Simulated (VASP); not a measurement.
# Al (Fm-3m) in VASP: density of states with LDA

Aim: the density of states of Al with LDA.

All numbers are computed with VASP 6.6.1; they aren't measurements. Logs are shortened: lines on timing, memory, paths and dates and some standing lists are left out, and cuts for length are marked.

### Step 1. The cell of the first run

It takes space group Fm-3m (No. 225, cubic). Conventional cell: a = 3.984 Å, b = 3.984 Å, c = 3.984 Å, α = 90.00°, β = 90.00°, γ = 90.00°. Within 3.7 Å of Al (site symmetry m-3m) lie 12 Al at 2.82 Å.

### Step 2. Density of states, LDA

Contents of POSCAR:

```
Al
1.0
    0.0000000000      1.9917981729      1.9917981729
    1.9917981729      0.0000000000      1.9917981729
    1.9917981729      1.9917981729      0.0000000000
Al
1
Direct
    0.0000000000      0.0000000000      0.0000000000
```

Contents of INCAR.step1:

```
SYSTEM = Al
ALGO = Normal
EDIFF = 1E-6
ENCUT = 400
GGA = CA
GGA_COMPAT = .False.
ISIF = 2
ISMEAR = 0
LASPH = .True.
LCHARG = .True.
LORBIT = 11
LREAL = .False.
LWAVE = .False.
NBANDS = 8
NEDOS = 2001
NELM = 120
PREC = Accurate
SIGMA = 0.1
```

Contents of KPOINTS.step1:

```
k-points
0
Gamma
  18 18 18
  0 0 0
```

Contents of INCAR.step2:

```
SYSTEM = Al
ALGO = Normal
EDIFF = 1E-6
ENCUT = 400
GGA = CA
GGA_COMPAT = .False.
ICHARG = 11
ISIF = 2
ISMEAR = -5
LASPH = .True.
LCHARG = .False.
LORBIT = 11
LREAL = .False.
LWAVE = .False.
NBANDS = 8
NEDOS = 1001
NELM = 120
PREC = Accurate
SIGMA = 0.1
```

Contents of KPOINTS.step2:

```
k-points
0
Gamma
  27 27 27
  0 0 0
```

Potentials or basis: VASP PAW LDA potentials, release 64 (Al).

The run is started by

```bash
$ cat potpaw_LDA.64/Al/POTCAR > POTCAR
$ cp INCAR.step1 INCAR
$ cp KPOINTS.step1 KPOINTS
$ mpirun -np 1 vasp_std > vasp.out
$ cp INCAR.step2 INCAR
$ cp KPOINTS.step2 KPOINTS
$ mpirun -np 1 vasp_std > vasp.out
```

OUTCAR:

```text
SYSTEM = Al
   EDIFF = 1E-6
   ENCUT = 400
   GGA = CA
   ICHARG = 11
   ISIF = 2
   ISMEAR = -5
   LASPH = .True.
   LORBIT = 11
   LREAL = .False.
   NELM = 120
   PREC = Accurate

 ion  position               nearest neighbor table
   1  0.000  0.000  0.000-

  LATTYP: Found a face centered cubic cell.
 ALAT       =     3.9835963458

  Lattice vectors:

 A1 = (   0.0000000000,   1.9917981729,   1.9917981729)
 A2 = (   1.9917981729,   0.0000000000,   1.9917981729)
 A3 = (   1.9917981729,   1.9917981729,   0.0000000000)

Analysis of symmetry for initial positions (statically):
=====================================================================
 Subroutine PRICEL returns:
 Original cell was already a primitive cell.

 Routine SETGRP: Setting up the symmetry group for a
 face centered cubic supercell.

 Subroutine GETGRP returns: Found 48 space group operations
 (whereof 48 operations were pure point group operations)
 out of a pool of 48 trial point group operations.

The static configuration has the point symmetry O_h .

Analysis of symmetry for dynamics (positions and initial velocities):
=====================================================================
 Subroutine PRICEL returns:
 Original cell was already a primitive cell.

 Routine SETGRP: Setting up the symmetry group for a
 face centered cubic supercell.

 Subroutine GETGRP returns: Found 48 space group operations
 (whereof 48 operations were pure point group operations)
 out of a pool of 48 trial point group operations.

The dynamic configuration has the point symmetry O_h .

 Subroutine INISYM returns: Found 48 space group operations
 (whereof 48 operations are pure point group operations),
 and found     1 'primitive' translations

----------------------------------------------------------------------------------------

                                     Primitive cell

  volume of cell :      15.8040

  direct lattice vectors                    reciprocal lattice vectors
     0.000000000  1.991798173  1.991798173    -0.251029450  0.251029450  0.251029450
     1.991798173  0.000000000  1.991798173     0.251029450 -0.251029450  0.251029450
     1.991798173  1.991798173  0.000000000     0.251029450  0.251029450 -0.251029450

  length of vectors
     2.816827990  2.816827990  2.816827990     0.434795762  0.434795762  0.434795762

  position of ions in fractional coordinates (direct lattice)
     0.000000000  0.000000000  0.000000000

  ion indices of the primitive-cell ions
   primitive index   ion index
                 1           1

----------------------------------------------------------------------------------------

 KPOINTS: k-points

Automatic generation of k-mesh.
 Grid dimensions read from file:
 generate k-points for:   27   27   27

 Generating k-lattice:

  Cartesian coordinates                     Fractional coordinates (reciprocal lattice)
    -0.009297387  0.009297387  0.009297387     0.037037037  0.000000000  0.000000000
     0.009297387 -0.009297387  0.009297387     0.000000000  0.037037037  0.000000000
     0.009297387  0.009297387 -0.009297387     0.000000000  0.000000000  0.037037037

  Length of vectors
     0.016103547  0.016103547  0.016103547

  Shift w.r.t. Gamma in fractional coordinates (k-lattice)
     0.000000000  0.000000000  0.000000000

 TETIRR: Found   2653 inequivalent tetrahedra from   118098

 Subroutine IBZKPT returns following result:
 ===========================================

 Found    560 irreducible k-points:

 Following reciprocal coordinates:
            Coordinates               Weight
  0.000000  0.000000  0.000000      1.000000
  0.037037  0.000000  0.000000      8.000000
  0.074074  0.000000  0.000000      8.000000
  0.111111  0.000000  0.000000      8.000000
  0.148148  0.000000  0.000000      8.000000
  0.185185  0.000000  0.000000      8.000000
[... 16 lines left out ...]
  0.333333  0.037037  0.000000     24.000000
  0.370370  0.037037  0.000000     24.000000
 [... further k-points ...]
   k-points           NKPTS =    560   k-points in BZ     NKDIM =    560   number of bands    NBANDS=      8
   number of dos      NEDOS =   1001   number of ions     NIONS =      1
   total plane-waves  NPLWV =   5832
   dimension x,y,z NGX =    18 NGY =   18 NGZ =   18
   dimension x,y,z NGXF=    36 NGYF=   36 NGZF=   36
   ions per type =               1
   NGX,Y,Z   is equivalent  to a cutoff of  10.62, 10.62, 10.62 a.u.
   NGXF,Y,Z  is equivalent  to a cutoff of  21.25, 21.25, 21.25 a.u.
 SYSTEM =  Al
   PREC   = accura    normal or accurate (medium, high low for compatibility)
   ISTART =      0    job   : 0-new  1-cont  2-samecut
   ICHARG =     11    charge: 1-file 2-atom 10-const
   ISPIN  =      1    spin polarized calculation?
   LNONCOLLINEAR =      F non collinear calculations
   LSORBIT =      F    spin-orbit coupling
   LASPH  =      T    aspherical Exc in radial PAW
   ENCUT  =  400.0 eV  29.40 Ry    5.42 a.u.   4.59  4.59  4.59*2*pi/ulx,y,z
   NELM   =    120;   NELMIN=  2; NELMDL=  0     # of ELM steps
   EDIFF  = 0.1E-05   stopping-criterion for ELM
   LREAL  =      F    real-space projection
   EDIFFG = 0.1E-04   stopping-criterion for IOM
   NSW    =      0    number of steps for IOM
   IBRION =     -1    ionic relax: 0-MD 1-quasi-New 2-CG
   NFREE  =      0    steps in history (QN), initial steepest desc. (CG)
   ISIF   =      2    stress and relaxation
   ISYM   =      2    0-nonsym 1-usesym 2-fastsym
   POTIM  = 0.5000    time-step for ionic-motion
   TEBEG  =    0.0;   TEEND  =   0.0 temperature during run
   PSTRESS=    0.0 pullay stress
   NELECT =       3.0000    total number of electrons
   NUPDOWN=      -1.0000    fix difference up-down
   EMIN   =  10.00;   EMAX   =-10.00  energy-range for DOS
   EFERMI =   0.00;   METHOD = LEGACY
   ISMEAR =    -5;   SIGMA  =   0.10  broadening in eV -4-tet -1-fermi 0-gaus
   EFERMI_NEDOS =   21; number of points for ismear=-14 and -15
   IALGO  =     38    algorithm
   IMIX   =      4    mixing-type and parameters
     AMIX     =   0.40;   BMIX     =  1.00
     AMIX_MAG =   1.60;   BMIX_MAG =  1.00
  volume/ion in A,a.u.               =      15.80       106.65
  Fermi-wavevector in a.u.,A,eV,Ry     =   0.940863  1.777974 12.044204  0.885224
  Thomas-Fermi vector in A             =   2.068317
   LORBIT       =     11    0 simple, 1 ext, 2 COOP (PROOUT), +10 PAW based schemes
   GGA     = CA    functional components
   LHFCALC =     F    Hartree Fock is set to
   AEXX    =    0.0000 exact exchange contribution
   IVDW    =     0    specifies the selected vdW correction
   LEPSILON=     F    determine dielectric tensor
   LRPA    =     F    only Hartree local field effects (RPA)
 non-spin polarized calculation
 Fermi weights with tetrahedron method with Bloechl corrections
  energy-cutoff  :      400.00
  volume of cell :       15.80
 maximum number of plane-waves:       302

 number of electron       3.0000000 magnetization

 Free energy of the ion-electron system (eV)
  ---------------------------------------------------
  ext. energy  EPLUGINS =         0.00000000
  ---------------------------------------------------
  free energy    TOTEN  =        -4.19202072 eV

  energy without entropy =       -4.19202072  energy(sigma->0) =       -4.19202072

 E-fermi :   8.2681     XC(G=0): -10.5040

 val. band max:        8.3671700251   @ k =  -0.3704   0.4444   0.1481
 cond. band min:       8.2058961133   @ k =  -0.2963   0.4815   0.1852
 fundamental gap:     -0.1612739117
 Fermi energy:         8.2680595081

 k-point     1 :       0.0000    0.0000    0.0000
  band No.  band energies     occupation
      1      -3.1542      2.00000
      2      21.0551      0.00000
      3      21.0551      0.00000
      4      21.0551      0.00000
      5      22.7079      0.00000
      6      22.7079      0.00000
      7      22.7079      0.00000
      8      25.1760      0.00000

 k-point     2 :       0.0370    0.0000    0.0000
  band No.  band energies     occupation
      1      -3.1159      2.00000
      2      20.2362      0.00000
      3      20.9077      0.00000
      4      20.9077      0.00000
      5      22.9148      0.00000
      6      22.9148      0.00000
      7      23.1048      0.00000
      8      25.5728      0.00000

 k-point     3 :       0.0741    0.0000    0.0000
  band No.  band energies     occupation
      1      -3.0011      2.00000
      2      18.8162      0.00000
      3      20.5955      0.00000
      4      20.5955      0.00000
      5      23.3638      0.00000
      6      23.4015      0.00000
      7      23.4015      0.00000
      8      26.6638      0.00000

 k-point     4 :       0.1111    0.0000    0.0000
  band No.  band energies     occupation
      1      -2.8100      2.00000
      2      17.2979      0.00000
      3      20.2588      0.00000
      4      20.2588      0.00000
      5      23.3640      0.00000
      6      24.0048      0.00000
      7      24.0048      0.00000
      8      26.4624      0.00000

 k-point     5 :       0.1481    0.0000    0.0000
  band No.  band energies     occupation
      1      -2.5429      2.00000
      2      15.7746      0.00000
      3      19.9517      0.00000
      4      19.9517      0.00000
      5      23.2685      0.00000
      6      24.5418      0.00000
      7      24.5418      0.00000
      8      25.8809      0.00000
[... 177 lines left out ...]
 k-point    22 :       0.2963    0.0370    0.0000
  band No.  band energies     occupation
      1      -0.8887      2.00000
      2      10.5265      0.00000
      3      18.5296      0.00000
      4      19.6592      0.00000
      5      21.6731      0.00000
      6      23.3852      0.00000
      7      23.4698      0.00000
      8      26.9586      0.00000

 k-point    23 :       0.3333    0.0370    0.0000
  band No.  band energies     occupation
      1      -0.2751      2.00000
      2       9.2081     -0.07133
      3      18.4835      0.00000
      4      19.6201      0.00000
      5      21.0460      0.00000
      6      22.8617      0.00000
      7      23.3900      0.00000
      8      26.4961      0.00000

 k-point    24 :       0.3704    0.0370    0.0000
  band No.  band energies     occupation
      1       0.4104      2.00000
      2       7.9482      1.63494
      3      18.5006      0.00000
      4      19.6416      0.00000
      5      20.4772      0.00000
      6      22.3056      0.00000
      7      23.4528      0.00000
      8      25.9272      0.00000

 [... further k-points ...]
[... 5 lines left out ...]
  --------------------------------------------------------------------------------------
  -------------------------------------------------------------------------------------
  Total       -0.0126212     -0.0126212     -0.0126212     -0.0000000     -0.0000000     -0.0000000
  in kB       -1.2795167     -1.2795167     -1.2795167     -0.0000000     -0.0000000     -0.0000000
  external PRESSURE =      -1.2795167 kB  Pullay stress =       0.0000000 kB

 VOLUME and BASIS-vectors are now :
 -----------------------------------------------------------------------------
  energy-cutoff  :      400.00
  volume of cell :       15.80
      direct lattice vectors                 reciprocal lattice vectors
     0.000000000  1.991798173  1.991798173    -0.251029450  0.251029450  0.251029450
     1.991798173  0.000000000  1.991798173     0.251029450 -0.251029450  0.251029450
     1.991798173  1.991798173  0.000000000     0.251029450  0.251029450 -0.251029450

 POSITION                                       TOTAL-FORCE (eV/Angst)
 -----------------------------------------------------------------------------------
      0.00000      0.00000      0.00000         0.000000      0.000000      0.000000
 -----------------------------------------------------------------------------------
    total drift:                               -0.000000     -0.000000      0.000000

  FREE ENERGIE OF THE ION-ELECTRON SYSTEM (eV)
  ---------------------------------------------------
  free  energy   TOTEN  =        -4.1920207172 eV

  energy  without entropy=       -4.1920207172  energy(sigma->0) =       -4.19202072

 total charge

# of ion       s       p       d       tot
------------------------------------------
    1        0.438   0.363   0.000   0.801
```

Wall time 34 s (1 thread of AMD EPYC 7R43 (Zen 3), shared host); peak memory 0.11 GiB.

Results:

| Item | Value |
| --- | --- |
| Valence electrons inside the program's atomic spheres | Al 0.80 |

Caveat: tetrahedron occupations give inexact forces and stress in metals.
